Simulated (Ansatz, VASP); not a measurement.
## Two plane-wave programs on AlPd4

```
Al Pd
1.0
    -2.82013    2.82013    2.82013
     2.82013   -2.82013    2.82013
     2.82013    2.82013   -2.82013
Al Pd
1 4
Direct
  0.00000 0.00000 0.00000
  0.00000 0.00000 0.50000
  0.00000 0.50000 0.00000
  0.50000 0.00000 0.00000
  0.50000 0.50000 0.50000
```

Change from the starting cell: species swapped into the MnGa4 type (Im-3m, No. 229).

Alike in both runs: task relaxation of cell and atoms; functional PBE; k mesh 10 × 10 × 10; occupations gaussian, width 0.1 eV; no spin polarisation.

|  | VASP | Ansatz |
| --- | --- | --- |
| version | VASP 6.6.1 | Ansatz 0.2.0 |
| potentials or method | VASP PAW PBE potentials, release 64 (Al, Pd), cutoff 600 eV | scalar-relativistic, plane waves, PAW |
| valence electrons in the cell | 43 | 75 |

|  | VASP | Ansatz | Ansatz less VASP |
| --- | --- | --- | --- |
| gap on the k mesh at the Fermi level, each at its own relaxed structure (eV) | none | none | - |
| relaxed volume (Å³/atom) | 18.00 | 18.00 | +0.002 |
| relaxed cell length with the largest relative difference (Å) | 4.890 | 4.890 | +0.0002 |

A gap of «none» marks a metal or a gap that the smearing closes. VASP's potentials hold 43 valence electrons a cell and Ansatz's 75, so a difference there can come from the potentials and not from the codes.
